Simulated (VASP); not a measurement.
# Tl (R-3m) in VASP: single point with PBEsol

Aim: the single point of Tl with PBEsol.

Program: VASP 6.6.1. These are calculated values, not measurements. Logs are shortened: lines on timing, memory, paths and dates and some standing lists are left out, and cuts for length are marked.

### Step 1. The cell of the first run

The structure is trigonal, space group R-3m (No. 166). Conventional cell: a = 3.465 Å, b = 3.465 Å, c = 24.701 Å, α = 90.00°, β = 90.00°, γ = 120.00°. Tl (site symmetry -3m) has 12 Tl at 3.42 to 3.47 Å within 4.5 Å. Tl (site symmetry 3m) has 12 Tl at 3.36 to 3.47 Å within 4.4 Å.

### Step 2. Single point, PBEsol

INCAR

```
SYSTEM = Tl
  PREC = Accurate
  ENCUT = 520
  EDIFF = 1E-7
  ISMEAR = 0
  SIGMA = 0.1
  LREAL = .FALSE.
  LASPH = .TRUE.
  NELM = 100
  ALGO = Normal
  ISIF = 2
  LWAVE = .FALSE.
  LCHARG = .FALSE.
  GGA = PS
  NBANDS = 26
```

KPOINTS

```
Automatic mesh
0
G
  15 15 15
  0 0 0
```

POSCAR

```
Tl
1.0
    1.7325651098      1.0002969325      8.2336704461
   -1.7325651098      1.0002969325      8.2336704461
    0.0000000000     -2.0005938651      8.2336704461
Tl
3
Direct
    0.0000000000      0.0000000000      0.0000000000
    0.2212645884      0.2212645884      0.2212645884
    0.7787354116      0.7787354116      0.7787354116
```

Potentials or basis: VASP PAW PBE potentials, release 64 (Tl_d).

Launch:

```sh
$ cat potpaw_PBE.64/Tl_d/POTCAR > POTCAR
$ mpirun -np 1 vasp_std > vasp.out
```

OUTCAR:

```text
SYSTEM = Tl
   PREC = Accurate
   ENCUT = 520
   EDIFF = 1E-7
   ISMEAR = 0
   LREAL = .FALSE.
   LASPH = .TRUE.
   NELM = 100
   ISIF = 2
   GGA = PS

 ion  position               nearest neighbor table
   1  0.000  0.000  0.000-   3 3.42   3 3.42   2 3.42   2 3.42   3 3.42   2 3.42
   2  0.221  0.221  0.221-   3 3.36   3 3.36   3 3.36   1 3.42   1 3.42   1 3.42
   3  0.779  0.779  0.779-   2 3.36   2 3.36   2 3.36   1 3.42   1 3.42   1 3.42

  LATTYP: Found a trigonal (rhomboedric) cell.
 ALAT       =     8.4732346142
 COS(alpha) =     0.9163799041

  Lattice vectors:

 A1 = (   1.7325651098,   1.0002969325,   8.2336704461)
 A2 = (  -1.7325651098,   1.0002969325,   8.2336704461)
 A3 = (   0.0000000000,  -2.0005938651,   8.2336704461)

Analysis of symmetry for initial positions (statically):
=====================================================================
 Subroutine PRICEL returns:
 Original cell was already a primitive cell.

 Routine SETGRP: Setting up the symmetry group for a
 trigonal (rhombohedral) supercell.

 Subroutine GETGRP returns: Found 12 space group operations
 (whereof 12 operations were pure point group operations)
 out of a pool of 12 trial point group operations.

The static configuration has the point symmetry D_3d.

Analysis of symmetry for dynamics (positions and initial velocities):
=====================================================================
 Subroutine PRICEL returns:
 Original cell was already a primitive cell.

 Routine SETGRP: Setting up the symmetry group for a
 trigonal (rhombohedral) supercell.

 Subroutine GETGRP returns: Found 12 space group operations
 (whereof 12 operations were pure point group operations)
 out of a pool of 12 trial point group operations.

The dynamic configuration has the point symmetry D_3d.

 Subroutine INISYM returns: Found 12 space group operations
 (whereof 12 operations are pure point group operations),
 and found     1 'primitive' translations

----------------------------------------------------------------------------------------

                                     Primitive cell

  volume of cell :      85.6176

  direct lattice vectors                    reciprocal lattice vectors
     1.732565110  1.000296932  8.233670446     0.288589443  0.166617193  0.040484172
    -1.732565110  1.000296932  8.233670446    -0.288589443  0.166617193  0.040484172
     0.000000000 -2.000593865  8.233670446     0.000000000 -0.333234385  0.040484172

  length of vectors
     8.473234614  8.473234614  8.473234614     0.335684560  0.335684560  0.335684560

  position of ions in fractional coordinates (direct lattice)
     0.000000000  0.000000000  0.000000000
     0.221264588  0.221264588  0.221264588
     0.778735412  0.778735412  0.778735412

  ion indices of the primitive-cell ions
   primitive index   ion index
                 1           1
                 2           2
                 3           3

----------------------------------------------------------------------------------------

 KPOINTS: Automatic mesh

Automatic generation of k-mesh.
 Grid dimensions read from file:
 generate k-points for:   15   15   15

 Generating k-lattice:

  Cartesian coordinates                     Fractional coordinates (reciprocal lattice)
     0.019239296  0.011107813  0.002698945     0.066666667  0.000000000  0.000000000
    -0.019239296  0.011107813  0.002698945     0.000000000  0.066666667  0.000000000
     0.000000000 -0.022215626  0.002698945    -0.000000000 -0.000000000  0.066666667

  Length of vectors
     0.022378971  0.022378971  0.022378971

  Shift w.r.t. Gamma in fractional coordinates (k-lattice)
     0.000000000  0.000000000  0.000000000

 Subroutine IBZKPT returns following result:
 ===========================================

 Found    344 irreducible k-points:

 Following reciprocal coordinates:
            Coordinates               Weight
  0.000000  0.000000  0.000000      1.000000
  0.066667  0.000000  0.000000      6.000000
  0.133333  0.000000  0.000000      6.000000
  0.200000 -0.000000 -0.000000      6.000000
  0.266667  0.000000  0.000000      6.000000
  0.333333  0.000000 -0.000000      6.000000
[... 16 lines left out ...]
  0.133333  0.133333  0.000000      6.000000
  0.200000  0.133333 -0.000000     12.000000
 [... further k-points ...]
   k-points           NKPTS =    344   k-points in BZ     NKDIM =    344   number of bands    NBANDS=     26
   number of dos      NEDOS =    301   number of ions     NIONS =      3
   total plane-waves  NPLWV = 262144
   dimension x,y,z NGX =    64 NGY =   64 NGZ =   64
   dimension x,y,z NGXF=   128 NGYF=  128 NGZF=  128
   ions per type =               3
   NGX,Y,Z   is equivalent  to a cutoff of  12.56, 12.56, 12.56 a.u.
   NGXF,Y,Z  is equivalent  to a cutoff of  25.11, 25.11, 25.11 a.u.
 SYSTEM =  Tl
   PREC   = accura    normal or accurate (medium, high low for compatibility)
   ISTART =      0    job   : 0-new  1-cont  2-samecut
   ICHARG =      2    charge: 1-file 2-atom 10-const
   ISPIN  =      1    spin polarized calculation?
   LNONCOLLINEAR =      F non collinear calculations
   LSORBIT =      F    spin-orbit coupling
   LASPH  =      T    aspherical Exc in radial PAW
   ENCUT  =  520.0 eV  38.22 Ry    6.18 a.u.  15.75 15.75 15.75*2*pi/ulx,y,z
   NELM   =    100;   NELMIN=  2; NELMDL= -5     # of ELM steps
   EDIFF  = 0.1E-06   stopping-criterion for ELM
   LREAL  =      F    real-space projection
   EDIFFG = 0.1E-05   stopping-criterion for IOM
   NSW    =      0    number of steps for IOM
   IBRION =     -1    ionic relax: 0-MD 1-quasi-New 2-CG
   NFREE  =      0    steps in history (QN), initial steepest desc. (CG)
   ISIF   =      2    stress and relaxation
   ISYM   =      2    0-nonsym 1-usesym 2-fastsym
   POTIM  = 0.5000    time-step for ionic-motion
   TEBEG  =    0.0;   TEEND  =   0.0 temperature during run
   PSTRESS=    0.0 pullay stress
   NELECT =      39.0000    total number of electrons
   NUPDOWN=      -1.0000    fix difference up-down
   EMIN   =  10.00;   EMAX   =-10.00  energy-range for DOS
   EFERMI =   0.00;   METHOD = LEGACY
   ISMEAR =     0;   SIGMA  =   0.10  broadening in eV -4-tet -1-fermi 0-gaus
   EFERMI_NEDOS =   21; number of points for ismear=-14 and -15
   IALGO  =     38    algorithm
   IMIX   =      4    mixing-type and parameters
     AMIX     =   0.40;   BMIX     =  1.00
     AMIX_MAG =   1.60;   BMIX_MAG =  1.00
  volume/ion in A,a.u.               =      28.54       192.59
  Fermi-wavevector in a.u.,A,eV,Ry     =   1.259627  2.380350 21.587822  1.586660
  Thomas-Fermi vector in A             =   2.393177
   LORBIT       =      0    0 simple, 1 ext, 2 COOP (PROOUT), +10 PAW based schemes
   GGA     = PS    functional components
   LHFCALC =     F    Hartree Fock is set to
   AEXX    =    0.0000 exact exchange contribution
   IVDW    =     0    specifies the selected vdW correction
   LEPSILON=     F    determine dielectric tensor
   LRPA    =     F    only Hartree local field effects (RPA)
 non-spin polarized calculation
 Gauss-broadening in eV      SIGMA  =   0.10
  energy-cutoff  :      520.00
  volume of cell :       85.62
 maximum number of plane-waves:      2331
   NGX = 31   NGY = 31   NGZ = 31

 number of electron      38.9999995 magnetization

 Free energy of the ion-electron system (eV)
  ---------------------------------------------------
  ext. energy  EPLUGINS =         0.00000000
  ---------------------------------------------------
  free energy    TOTEN  =        -7.86946228 eV

  energy without entropy =       -7.86321674  energy(sigma->0) =       -7.86633951

 E-fermi :   6.4096     XC(G=0): -10.3764

 val. band max:        6.4087292469   @ k =  -0.1333  -0.3333   0.0667
 cond. band min:       6.4133588058   @ k =  -0.4000   0.2667   0.1333
 fundamental gap:      0.0046295589
 Fermi energy:         6.4096177527

 k-point     1 :       0.0000    0.0000    0.0000
  band No.  band energies     occupation
      1      -5.2853      2.00000
      2      -5.2583      2.00000
      3      -5.1414      2.00000
      4      -5.1414      2.00000
      5      -5.1016      2.00000
      6      -5.1016      2.00000
[... 18 lines left out ...]
     25      16.3983      0.00000
     26      16.3987      0.00000

 k-point     2 :       0.0667    0.0000    0.0000
  band No.  band energies     occupation
      1      -5.2751      2.00000
      2      -5.2441      2.00000
      3      -5.1463      2.00000
      4      -5.1281      2.00000
      5      -5.1267      2.00000
      6      -5.0834      2.00000
[... 18 lines left out ...]
     25      15.5984      0.00000
     26      16.3984      0.00000

 k-point     3 :       0.1333    0.0000    0.0000
  band No.  band energies     occupation
      1      -5.2630      2.00000
      2      -5.2309      2.00000
      3      -5.1487      2.00000
      4      -5.1363      2.00000
      5      -5.0929      2.00000
      6      -5.0737      2.00000
[... 18 lines left out ...]
     25      14.3667      0.00000
     26      15.8606      0.00000

 k-point     4 :       0.2000   -0.0000   -0.0000
  band No.  band energies     occupation
      1      -5.2886      2.00000
      2      -5.2518      2.00000
      3      -5.1569      2.00000
      4      -5.1130      2.00000
      5      -5.0801      2.00000
      6      -5.0791      2.00000
[... 18 lines left out ...]
     25      13.1737      0.00000
     26      15.2115      0.00000
[... 496 lines left out ...]
      1      -5.2604      2.00000
      2      -5.2263      2.00000
      3      -5.1565      2.00000
      4      -5.1450      2.00000
      5      -5.0990      2.00000
      6      -5.0683      2.00000
[... 18 lines left out ...]
     25      15.4683      0.00000
     26      16.1806      0.00000

 k-point    23 :       0.1333    0.1333    0.0000
  band No.  band energies     occupation
      1      -5.2738      2.00000
      2      -5.2123      2.00000
      3      -5.1460      2.00000
      4      -5.1397      2.00000
      5      -5.0969      2.00000
      6      -5.0809      2.00000
[... 18 lines left out ...]
     25      14.5174      0.00000
     26      16.0263      0.00000

 k-point    24 :       0.2000    0.1333   -0.0000
  band No.  band energies     occupation
      1      -5.2702      2.00000
      2      -5.2131      2.00000
      3      -5.1604      2.00000
      4      -5.1443      2.00000
      5      -5.0784      2.00000
      6      -5.0682      2.00000
[... 18 lines left out ...]
     25      14.4132      0.00000
     26      15.1930      0.00000

 [... further k-points ...]
[... 5 lines left out ...]
  --------------------------------------------------------------------------------------
  -------------------------------------------------------------------------------------
  Total       -0.0497253     -0.0497253     -0.0464474      0.0000000      0.0000000     -0.0000000
  in kB       -0.9305182     -0.9305182     -0.8691774      0.0000000      0.0000000     -0.0000000
  external PRESSURE =      -0.9100713 kB  Pullay stress =       0.0000000 kB

 VOLUME and BASIS-vectors are now :
 -----------------------------------------------------------------------------
  energy-cutoff  :      520.00
  volume of cell :       85.62
      direct lattice vectors                 reciprocal lattice vectors
     1.732565110  1.000296932  8.233670446     0.288589443  0.166617193  0.040484172
    -1.732565110  1.000296932  8.233670446    -0.288589443  0.166617193  0.040484172
     0.000000000 -2.000593865  8.233670446     0.000000000 -0.333234385  0.040484172

 POSITION                                       TOTAL-FORCE (eV/Angst)
 -----------------------------------------------------------------------------------
      0.00000      0.00000      0.00000         0.000000      0.000000     -0.000000
      0.00000     -0.00000      5.46546         0.000000      0.000000     -0.001769
      0.00000     -0.00000     19.23555         0.000000     -0.000000      0.001769
 -----------------------------------------------------------------------------------
    total drift:                               -0.000000     -0.000000      0.000000

  FREE ENERGIE OF THE ION-ELECTRON SYSTEM (eV)
  ---------------------------------------------------
  free  energy   TOTEN  =        -7.8694622764 eV

  energy  without entropy=       -7.8632167439  energy(sigma->0) =       -7.86633951
```

Wall time 20 min (1 thread of Intel Xeon 6975P-C (Granite Rapids), shared host); peak memory 0.94 GiB.

Results:

* Free energy: -7.8695 eV
* Pressure: -0.1 GPa

Levels at points of the mesh, in eV from the Fermi level:
```
           k point  band 16  band 17  band 18  band 19  band 20  band 21  band 22  band 23
(0.00, 0.00, 0.00)   -10.09    -7.54    -7.42     0.78     0.85     8.31     8.31     8.37
```

Caveat: the PAW data sets were made with another functional, which shifts forces and pressure a little; spin-orbit coupling is left out, which moves the levels of the heavy elements.
